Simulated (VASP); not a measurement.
Write the native input for VASP 6.6.1 that does the following.

```yaml
Task: relaxation of cell and atoms
Functional: PBE
Potentials_or_basis: VASP PAW PBE potentials, release 64 (Ti_sv, Be, H)
Cutoff: 600 eV
k_mesh: 10 × 10 × 10
Occupations: gaussian, width 0.1 eV
Spin: collinear spin, ferromagnetic start
Starting_moments: "[1.33, 0.0, 0.0, 0.0, 0.0, 0.0, 0.0, 0.0, 0.0] μB"
Dipole_correction: no
Further_INCAR_settings: ALGO = Normal; EDIFF = 1e-07; IBRION = 2; EDIFFG = -0.01; NSW = 100; ISIF = 3
```

The structure of TiBe2H6 lies in POSCAR:

```
TiBe2H6
1.0
    0.0000000000      3.0897440053      3.0897440053
    3.0897440053      0.0000000000      3.0897440053
    3.0897440053      3.0897440053      0.0000000000
Ti Be H
1 2 6
Direct
    0.0000000000      0.0000000000      0.0000000000
    0.7500000000      0.7500000000      0.7500000000
    0.2500000000      0.2500000000      0.2500000000
    0.5000000000      0.0000000000      0.0000000000
    0.0000000000      0.5000000000      0.5000000000
    0.0000000000      0.5000000000      0.0000000000
    0.5000000000      0.0000000000      0.5000000000
    0.0000000000      0.0000000000      0.5000000000
    0.5000000000      0.5000000000      0.0000000000
```

The input as run:

INCAR

```
SYSTEM = TiBe2H6
ALGO = Normal
EDIFF = 1E-7
EDIFFG = -0.01
ENCUT = 600
GGA = PE
IBRION = 2
ISIF = 3
ISMEAR = 0
ISPIN = 2
LASPH = .True.
LCHARG = .False.
LMAXMIX = 4
LORBIT = 11
LREAL = .False.
LWAVE = .False.
MAGMOM = 1.33 0 0 0 0 0 0 0 0
NELM = 150
NSW = 100
PREC = Accurate
SIGMA = 0.1
```

KPOINTS

```
k-points
0
Gamma
  10 10 10
  0 0 0
```

Potentials or basis: VASP PAW PBE potentials, release 64 (Ti_sv, Be, H).

Run with:

```bash
$ cat potpaw_PBE.64/Ti_sv/POTCAR potpaw_PBE.64/Be/POTCAR potpaw_PBE.64/H/POTCAR > POTCAR
$ mpirun -np 1 vasp_std > vasp.out
```

It gave:

The pressure after relaxing is -0.1 GPa, the band gap on the k mesh is zero (filled and empty bands overlap) and the net moment is 0.00 μB per cell. The valence electrons inside the program's atomic spheres are Ti 10.21; Be 1.16; H 0.58.

Caveat: the relaxation stopped at its first step, so nothing moved.

Wall time 100 s on 1 thread of Intel(R) Xeon(R) 6975P-C (Granite Rapids) (shared host), peak memory 0.3 GiB.
